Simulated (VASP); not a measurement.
# Nb (Fm-3m) in VASP: notebook

Runs on Nb. Level: PBEsol+D3(BJ). Tasks: single point.

Program: VASP 6.6.1. These are calculated values, not measurements. Logs are shortened: lines on timing, memory, paths and dates and some standing lists are left out, and cuts for length are marked.

**1. The cell of the first run**

The structure is cubic, space group Fm-3m (No. 225). Conventional cell: a = 4.230 Å, b = 4.230 Å, c = 4.230 Å, α = 90.00°, β = 90.00°, γ = 90.00°. Nb (site symmetry m-3m) has 12 Nb at 2.99 Å within 3.9 Å.

**2. Single point, PBEsol+D3(BJ)**

The input, INCAR:

```
SYSTEM = Nb
ALGO = Normal
EDIFF = 1E-6
ENCUT = 500
GGA = PS
GGA_COMPAT = .False.
ISIF = 2
ISMEAR = 1
IVDW = 12
LASPH = .True.
LCHARG = .True.
LELF = .True.
LREAL = .False.
LVHAR = .True.
LWAVE = .False.
NBANDS = 12
NELM = 120
PREC = Accurate
SIGMA = 0.1
```

The input, KPOINTS:

```
k-points
0
Gamma
  9 9 9
  0 0 0
```

The input, POSCAR:

```
Nb
1.0
    0.0000000000      2.1150000000      2.1150000000
    2.1150000000      0.0000000000      2.1150000000
    2.1150000000      2.1150000000      0.0000000000
Nb
1
Direct
    0.0000000000      0.0000000000      0.0000000000
```

Potentials or basis: VASP PAW PBE potentials, release 64 (Nb_sv).

Command:

```sh
cat potpaw_PBE.64/Nb_sv/POTCAR > POTCAR
mpirun -np 1 vasp_std > vasp.out
```

OUTCAR:

```text
SYSTEM = Nb
   EDIFF = 1E-6
   ENCUT = 500
   GGA = PS
   ISIF = 2
   ISMEAR = 1
   IVDW = 12
   LASPH = .True.
   LREAL = .False.
   NELM = 120
   PREC = Accurate
 IVDW          = 12

 ion  position               nearest neighbor table
   1  0.000  0.000  0.000-

  LATTYP: Found a face centered cubic cell.
 ALAT       =     4.2300000000

  Lattice vectors:

 A1 = (   0.0000000000,   2.1150000000,   2.1150000000)
 A2 = (   2.1150000000,   0.0000000000,   2.1150000000)
 A3 = (   2.1150000000,   2.1150000000,   0.0000000000)

Analysis of symmetry for initial positions (statically):
=====================================================================
 Subroutine PRICEL returns:
 Original cell was already a primitive cell.

 Routine SETGRP: Setting up the symmetry group for a
 face centered cubic supercell.

 Subroutine GETGRP returns: Found 48 space group operations
 (whereof 48 operations were pure point group operations)
 out of a pool of 48 trial point group operations.

The static configuration has the point symmetry O_h .

Analysis of symmetry for dynamics (positions and initial velocities):
=====================================================================
 Subroutine PRICEL returns:
 Original cell was already a primitive cell.

 Routine SETGRP: Setting up the symmetry group for a
 face centered cubic supercell.

 Subroutine GETGRP returns: Found 48 space group operations
 (whereof 48 operations were pure point group operations)
 out of a pool of 48 trial point group operations.

The dynamic configuration has the point symmetry O_h .

 Subroutine INISYM returns: Found 48 space group operations
 (whereof 48 operations are pure point group operations),
 and found     1 'primitive' translations

----------------------------------------------------------------------------------------

                                     Primitive cell

  volume of cell :      18.9217

  direct lattice vectors                    reciprocal lattice vectors
     0.000000000  2.115000000  2.115000000    -0.236406619  0.236406619  0.236406619
     2.115000000  0.000000000  2.115000000     0.236406619 -0.236406619  0.236406619
     2.115000000  2.115000000  0.000000000     0.236406619  0.236406619 -0.236406619

  length of vectors
     2.991061684  2.991061684  2.991061684     0.409468276  0.409468276  0.409468276

  position of ions in fractional coordinates (direct lattice)
     0.000000000  0.000000000  0.000000000

  ion indices of the primitive-cell ions
   primitive index   ion index
                 1           1

----------------------------------------------------------------------------------------

 KPOINTS: k-points

Automatic generation of k-mesh.
 Grid dimensions read from file:
 generate k-points for:    9    9    9

 Generating k-lattice:

  Cartesian coordinates                     Fractional coordinates (reciprocal lattice)
    -0.026267402  0.026267402  0.026267402     0.111111111  0.000000000  0.000000000
     0.026267402 -0.026267402  0.026267402     0.000000000  0.111111111  0.000000000
     0.026267402  0.026267402 -0.026267402     0.000000000  0.000000000  0.111111111

  Length of vectors
     0.045496475  0.045496475  0.045496475

  Shift w.r.t. Gamma in fractional coordinates (k-lattice)
     0.000000000  0.000000000  0.000000000

 Subroutine IBZKPT returns following result:
 ===========================================

 Found     35 irreducible k-points:

 Following reciprocal coordinates:
            Coordinates               Weight
  0.000000  0.000000  0.000000      1.000000
  0.111111  0.000000  0.000000      8.000000
  0.222222  0.000000  0.000000      8.000000
  0.333333  0.000000  0.000000      8.000000
  0.444444  0.000000  0.000000      8.000000
  0.111111  0.111111  0.000000      6.000000
[... 16 lines left out ...]
 -0.333333  0.333333  0.000000     12.000000
  0.444444  0.444444  0.000000      6.000000
 [... further k-points ...]
   k-points           NKPTS =     35   k-points in BZ     NKDIM =     35   number of bands    NBANDS=     12
   number of dos      NEDOS =    301   number of ions     NIONS =      1
   total plane-waves  NPLWV =  13824
   dimension x,y,z NGX =    24 NGY =   24 NGZ =   24
   dimension x,y,z NGXF=    48 NGYF=   48 NGZF=   48
   ions per type =               1
   NGX,Y,Z   is equivalent  to a cutoff of  13.34, 13.34, 13.34 a.u.
   NGXF,Y,Z  is equivalent  to a cutoff of  26.68, 26.68, 26.68 a.u.
 SYSTEM =  Nb
   PREC   = accura    normal or accurate (medium, high low for compatibility)
   ISTART =      0    job   : 0-new  1-cont  2-samecut
   ICHARG =      2    charge: 1-file 2-atom 10-const
   ISPIN  =      1    spin polarized calculation?
   LNONCOLLINEAR =      F non collinear calculations
   LSORBIT =      F    spin-orbit coupling
   LASPH  =      T    aspherical Exc in radial PAW
   ENCUT  =  500.0 eV  36.75 Ry    6.06 a.u.   5.45  5.45  5.45*2*pi/ulx,y,z
   NELM   =    120;   NELMIN=  2; NELMDL= -5     # of ELM steps
   EDIFF  = 0.1E-05   stopping-criterion for ELM
   LREAL  =      F    real-space projection
   EDIFFG = 0.1E-04   stopping-criterion for IOM
   NSW    =      0    number of steps for IOM
   IBRION =     -1    ionic relax: 0-MD 1-quasi-New 2-CG
   NFREE  =      0    steps in history (QN), initial steepest desc. (CG)
   ISIF   =      2    stress and relaxation
   ISYM   =      2    0-nonsym 1-usesym 2-fastsym
   POTIM  = 0.5000    time-step for ionic-motion
   TEBEG  =    0.0;   TEEND  =   0.0 temperature during run
   PSTRESS=    0.0 pullay stress
   NELECT =      13.0000    total number of electrons
   NUPDOWN=      -1.0000    fix difference up-down
   EMIN   =  10.00;   EMAX   =-10.00  energy-range for DOS
   EFERMI =   0.00;   METHOD = LEGACY
   ISMEAR =     1;   SIGMA  =   0.10  broadening in eV -4-tet -1-fermi 0-gaus
   EFERMI_NEDOS =   21; number of points for ismear=-14 and -15
   IALGO  =     38    algorithm
   IMIX   =      4    mixing-type and parameters
     AMIX     =   0.40;   BMIX     =  1.00
     AMIX_MAG =   1.60;   BMIX_MAG =  1.00
  volume/ion in A,a.u.               =      18.92       127.69
  Fermi-wavevector in a.u.,A,eV,Ry     =   1.444560  2.729823 28.392005  2.086754
  Thomas-Fermi vector in A             =   2.562841
   LORBIT       =      0    0 simple, 1 ext, 2 COOP (PROOUT), +10 PAW based schemes
   GGA     = PS    functional components
   LHFCALC =     F    Hartree Fock is set to
   AEXX    =    0.0000 exact exchange contribution
   IVDW    =    12    specifies the selected vdW correction
   LEPSILON=     F    determine dielectric tensor
   LRPA    =     F    only Hartree local field effects (RPA)
 non-spin polarized calculation
 Methfessel and Paxton  Order N= 1 SIGMA  =   0.10
  energy-cutoff  :      500.00
  volume of cell :       18.92
 maximum number of plane-waves:       531
 NGX is ok and might be reduce to    24
   NGX = 11   NGY = 11   NGZ = 11

 number of electron      13.0000001 magnetization

 Free energy of the ion-electron system (eV)
  ---------------------------------------------------
  ext. energy  EPLUGINS =         0.00000000
  ---------------------------------------------------
  free energy    TOTEN  =       -10.57996525 eV

  energy without entropy =      -10.57959385  energy(sigma->0) =      -10.57984145

 E-fermi :  10.6810     XC(G=0): -12.3821

 val. band max:       10.6766571163   @ k =   0.4444   0.3333   0.1111
 cond. band min:      10.6846740939   @ k =  -0.4444   0.2222   0.0000
 fundamental gap:      0.0080169776
 Fermi energy:        10.6809638728

 k-point     1 :       0.0000    0.0000    0.0000
  band No.  band energies     occupation
      1     -44.0172      2.00000
      2     -19.4365      2.00000
      3     -19.4365      2.00000
      4     -19.4365      2.00000
      5       4.4861      2.00000
      6      10.8134     -0.06828
      7      10.8134     -0.06828
      8      10.8134     -0.06828
      9      13.3693      0.00000
     10      13.3693      0.00000
     11      22.5487      0.00000
     12      27.2411      0.00000

 k-point     2 :       0.1111    0.0000    0.0000
  band No.  band energies     occupation
      1     -43.9955      2.00000
      2     -19.5810      2.00000
      3     -19.4544      2.00000
      4     -19.4544      2.00000
      5       4.9313      2.00000
      6      10.4931      2.02321
      7      11.0056     -0.00004
      8      11.0056     -0.00004
      9      13.2140      0.00000
     10      13.2140      0.00000
     11      23.4049      0.00000
     12      25.7352      0.00000

 k-point     3 :       0.2222    0.0000    0.0000
  band No.  band energies     occupation
      1     -43.9402      2.00000
      2     -19.9366      2.00000
      3     -19.4997      2.00000
      4     -19.4997      2.00000
      5       6.0085      2.00000
      6      10.0333      2.00000
      7      11.2082     -0.00000
      8      11.2082     -0.00000
      9      13.2805      0.00000
     10      13.2805      0.00000
     11      23.3848      0.00000
     12      25.5435      0.00000
[... 286 lines left out ...]
 k-point    23 :      -0.3333    0.3333    0.0000
  band No.  band energies     occupation
      1     -43.7825      2.00000
      2     -20.2248      2.00000
      3     -20.2144      2.00000
      4     -19.7072      2.00000
      5       8.1792      2.00000
      6       8.9928      2.00000
      7      10.4526      2.00577
      8      12.7532      0.00000
      9      14.4405      0.00000
     10      18.1816      0.00000
     11      21.8256      0.00000
     12      22.8897      0.00000

 k-point    24 :       0.4444    0.4444    0.0000
  band No.  band energies     occupation
      1     -43.7751      2.00000
      2     -20.4944      2.00000
      3     -19.8387      2.00000
      4     -19.8387      2.00000
      5       6.7646      2.00000
      6       7.5040      2.00000
      7      13.8253      0.00000
      8      15.2275      0.00000
      9      15.5524      0.00000
     10      15.5524      0.00000
     11      22.3525      0.00000
     12      22.3525      0.00000

 [... further k-points ...]

------------------------ aborting loop because EDIFF is reached ----------------------------------------

 Edisp (eV)   -0.71502

 E8    (eV) :    -0.5080

  FORCE on cell =-STRESS in cart. coord.  units (eV):
  Direction    XX          YY          ZZ          XY          YZ          ZX
  --------------------------------------------------------------------------------------
  -------------------------------------------------------------------------------------
  Total      -1.42752    -1.42752    -1.42752     0.00000     0.00000    -0.00000
  in kB    -120.87336  -120.87336  -120.87336     0.00000     0.00000    -0.00000
  external pressure =     -120.87 kB  Pullay stress =        0.00 kB

 VOLUME and BASIS-vectors are now :
 -----------------------------------------------------------------------------
  energy-cutoff  :      500.00
  volume of cell :       18.92
      direct lattice vectors                 reciprocal lattice vectors
     0.000000000  2.115000000  2.115000000    -0.236406619  0.236406619  0.236406619
     2.115000000  0.000000000  2.115000000     0.236406619 -0.236406619  0.236406619
     2.115000000  2.115000000  0.000000000     0.236406619  0.236406619 -0.236406619

 POSITION                                       TOTAL-FORCE (eV/Angst)
 -----------------------------------------------------------------------------------
      0.00000      0.00000      0.00000         0.000000      0.000000      0.000000
 -----------------------------------------------------------------------------------
    total drift:                                0.000000      0.000000     -0.000000

  FREE ENERGIE OF THE ION-ELECTRON SYSTEM (eV)
  ---------------------------------------------------
  free  energy   TOTEN  =       -11.2949898713 eV

  energy  without entropy=      -11.2946184717  energy(sigma->0) =      -11.29486607
```

Wall time 14 s (1 thread of Intel Xeon 8259CL, shared host); peak memory 0.14 GiB.

Results:

* Free energy: -11.2950 eV
* Pressure: -12.1 GPa
* Dispersion energy per atom: -0.715 eV

Caveat: three body term missing; the PAW data sets were made with another functional, which shifts forces and pressure a little; pairwise dispersion overbinds metals, which lowers pressure and volume.

**3. Single point, PBEsol+D3(BJ)**

The input, INCAR:

```
PREC     = Accurate       # precision mode
ENCUT    = 500            # plane-wave cutoff, eV
EDIFF    = 1E-6           # SCF threshold, eV
ISMEAR   = 1              # smearing method
SIGMA    = 0.1            # smearing width, eV
LREAL    = False          # projectors in reciprocal space
LASPH    = True           # aspherical terms in the spheres
NELM     = 120            # most SCF steps
ALGO     = Normal         # electronic algorithm
ISIF     = 2              # what is computed and relaxed
LWAVE    = False          # write WAVECAR
LCHARG   = False          # write CHGCAR
GGA      = PS             # functional
IVDW     = 12             # dispersion correction
NBANDS   = 12             # bands
GGA_COMPAT= False
```

The input, KPOINTS:

```
regular mesh
0
Gamma
  11 11 11
```

POSCAR is that of step 2.

Potentials or basis: VASP PAW PBE potentials, release 64 (Nb_sv).

Command:

```sh
cat potpaw_PBE.64/Nb_sv/POTCAR > POTCAR
mpirun -np 1 vasp_std > vasp.out
```

OUTCAR:

```text
PREC = Accurate
   ENCUT = 500
   EDIFF = 1E-6
   ISMEAR = 1
   LREAL = False
   LASPH = True
   NELM = 120
   ISIF = 2
   GGA = PS
   IVDW = 12
 IVDW          = 12

 ion  position               nearest neighbor table
   1  0.000  0.000  0.000-

  LATTYP: Found a face centered cubic cell.
 ALAT       =     4.2300000000

  Lattice vectors:

 A1 = (   0.0000000000,   2.1150000000,   2.1150000000)
 A2 = (   2.1150000000,   0.0000000000,   2.1150000000)
 A3 = (   2.1150000000,   2.1150000000,   0.0000000000)

Analysis of symmetry for initial positions (statically):
=====================================================================
 Subroutine PRICEL returns:
 Original cell was already a primitive cell.

 Routine SETGRP: Setting up the symmetry group for a
 face centered cubic supercell.

 Subroutine GETGRP returns: Found 48 space group operations
 (whereof 48 operations were pure point group operations)
 out of a pool of 48 trial point group operations.

The static configuration has the point symmetry O_h .

Analysis of symmetry for dynamics (positions and initial velocities):
=====================================================================
[... 170 lines left out ...]
      5       4.4896      2.00000
      6      10.8351     -0.06293
      7      10.8351     -0.06293
      8      10.8351     -0.06293
      9      13.3989      0.00000
     10      13.3989      0.00000
     11      22.5427      0.00000
     12      27.2440      0.00000
[... 331 lines left out ...]
 k-point    24 :      -0.1818    0.1818    0.0000
  band No.  band energies     occupation
      1     -43.8457      2.00000
      2     -20.0472      2.00000
      3     -19.6657      2.00000
      4     -19.4687      2.00000
      5       7.0789      2.00000
      6       9.5364      2.00000
      7      10.7562      0.53237
      8      12.0828     -0.00000
      9      12.1333     -0.00000
     10      15.0408      0.00000
     11      24.0045      0.00000
     12      26.5894      0.00000

 [... further k-points ...]

------------------------ aborting loop because EDIFF is reached ----------------------------------------

 Edisp (eV)   -0.71502

 E8    (eV) :    -0.5080

  FORCE on cell =-STRESS in cart. coord.  units (eV):
  Direction    XX          YY          ZZ          XY          YZ          ZX
  --------------------------------------------------------------------------------------
  -------------------------------------------------------------------------------------
  Total      -1.64481    -1.64481    -1.64481     0.00000     0.00000    -0.00000
  in kB    -139.27231  -139.27231  -139.27231     0.00000     0.00000    -0.00000
  external pressure =     -139.27 kB  Pullay stress =        0.00 kB

 VOLUME and BASIS-vectors are now :
 -----------------------------------------------------------------------------
  energy-cutoff  :      500.00
  volume of cell :       18.92
      direct lattice vectors                 reciprocal lattice vectors
     0.000000000  2.115000000  2.115000000    -0.236406619  0.236406619  0.236406619
     2.115000000  0.000000000  2.115000000     0.236406619 -0.236406619  0.236406619
     2.115000000  2.115000000  0.000000000     0.236406619  0.236406619 -0.236406619

 POSITION                                       TOTAL-FORCE (eV/Angst)
 -----------------------------------------------------------------------------------
      0.00000      0.00000      0.00000         0.000000      0.000000     -0.000000
 -----------------------------------------------------------------------------------
    total drift:                                0.000000     -0.000000     -0.000000

  FREE ENERGIE OF THE ION-ELECTRON SYSTEM (eV)
  ---------------------------------------------------
  free  energy   TOTEN  =       -11.3031057699 eV

  energy  without entropy=      -11.3032852599  energy(sigma->0) =      -11.30316560
```

OSZICAR:

```text
N       E                     dE             d eps       ncg     rms          rms(c)
DAV:   1     0.111919384868E+03    0.11192E+03   -0.71427E+03  1352   0.105E+03
DAV:   2    -0.678972271729E+01   -0.11871E+03   -0.11484E+03  1436   0.380E+02
DAV:   3    -0.108782352988E+02   -0.40885E+01   -0.39347E+01  1960   0.624E+01
DAV:   4    -0.111369174697E+02   -0.25868E+00   -0.25670E+00  1932   0.140E+01
DAV:   5    -0.111442090788E+02   -0.72916E-02   -0.72919E-02  1948   0.200E+00    0.680E+00
DAV:   6    -0.106474863394E+02    0.49672E+00   -0.75806E-01  2124   0.105E+01    0.235E+00
DAV:   7    -0.105850659305E+02    0.62420E-01   -0.21247E-01  2192   0.543E+00    0.994E-01
DAV:   8    -0.105880326172E+02   -0.29667E-02   -0.13057E-02  1592   0.148E+00    0.402E-02
DAV:   9    -0.105880667169E+02   -0.34100E-04   -0.76941E-04  2212   0.290E-01    0.335E-02
DAV:  10    -0.105880819312E+02   -0.15214E-04   -0.14435E-05  1628   0.453E-02    0.134E-02
DAV:  11    -0.105880811491E+02    0.78213E-06   -0.74878E-06  1864   0.436E-02
   1 F= -.11303106E+02 E0= -.11303166E+02  d E =0.179490E-03
```

stdout:

```text
POSCAR found type information on POSCAR Nb
 POSCAR found :  1 types and       1 ions
 scaLAPACK will be used
 -----------------------------------------------------------------------------
|                                                                             |
|                                                                             |
|     You enforced a specific xc type in the INCAR file but a different       |
|     I HOPE YOU KNOW WHAT YOU ARE DOING!                                     |
|                                                                             |
 -----------------------------------------------------------------------------

 LDA part: xc-table for (Slater+PW92), standard interpolation
 POSCAR, INCAR and KPOINTS ok, starting setup
 FFT: planning ... GRIDC
 FFT: planning ... GRID_SOFT
 FFT: planning ... GRID
 WAVECAR not read
 entering main loop
```

It took 21 s on 1 thread of Intel Xeon 8259CL, shared host; peak memory 0.15 GiB.

What came out:

```
Free energy                : -11.3031 eV
Pressure                   : -13.9 GPa
Dispersion energy per atom : -0.715 eV
```

Caveat: three body term missing; the PAW data sets were made with another functional, which shifts forces and pressure a little; pairwise dispersion overbinds metals, which lowers pressure and volume.
